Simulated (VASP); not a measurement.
Write the native input for VASP 6.6.1 that does the following.

| Quantity | Value |
| --- | --- |
| Task | dielectric tensor |
| Functional | LDA |
| Potentials or basis | VASP PAW LDA potentials, release 64 (La, O) |
| Cutoff | 520 eV |
| k mesh | 6 × 6 × 4 |
| Occupations | gaussian, width 0.01 eV |
| Spin | no spin polarisation |
| Dipole correction | no |
| Further INCAR settings | ALGO = Normal; EDIFF = 1e-08 |

The structure of La2O3 lies in POSCAR:

```
La2O3
1.0
    3.9307780000      0.0000000000      0.0000000000
   -1.9653890000      3.4041536046      0.0000000000
    0.0000000000      0.0000000000      6.1119540000
La O
2 3
Direct
    0.6666666667      0.3333333333      0.7537640000
    0.3333333333      0.6666666667      0.2462360000
    0.6666666667      0.3333333333      0.3541090000
    0.3333333333      0.6666666667      0.6458910000
    0.0000000000      0.0000000000      0.0000000000
```

The input as run:

INCAR

```
SYSTEM = La2O3
PREC = Accurate
ENCUT = 520
EDIFF = 1E-8
ISMEAR = 0
SIGMA = 0.01
LREAL = .FALSE.
LASPH = .TRUE.
NELM = 200
ALGO = Normal
ISIF = 2
LWAVE = .FALSE.
LCHARG = .FALSE.
GGA = CA
LEPSILON = .TRUE.
GGA_COMPAT = .FALSE.
LMAXMIX = 6
```

KPOINTS

```
regular mesh
0
G
  6 6 4
  0 0 0
```

Potentials or basis: VASP PAW LDA potentials, release 64 (La, O).

Run with:

```console
$ cat potpaw_LDA.64/La/POTCAR potpaw_LDA.64/O/POTCAR > POTCAR
$ mpirun -np 1 vasp_std > vasp.out
```

Results of the run:

```yaml
Band_gap_on_the_k_mesh: 3.72 eV (least direct gap 3.82 eV)
Electronic_dielectric_tensor_diagonal: 4.87, 4.87, 4.78
Born_charges_mean_of_the_diagonal: La +4.07; O -2.74, -2.66 (each value once) e
```

Caveat: spin-orbit coupling is left out, which moves the levels of the heavy elements.

Wall time 13 min on 1 thread of AMD EPYC 9R45 96-Core Processor (Zen 5), with other jobs on the host, peak memory 0.36 GiB.
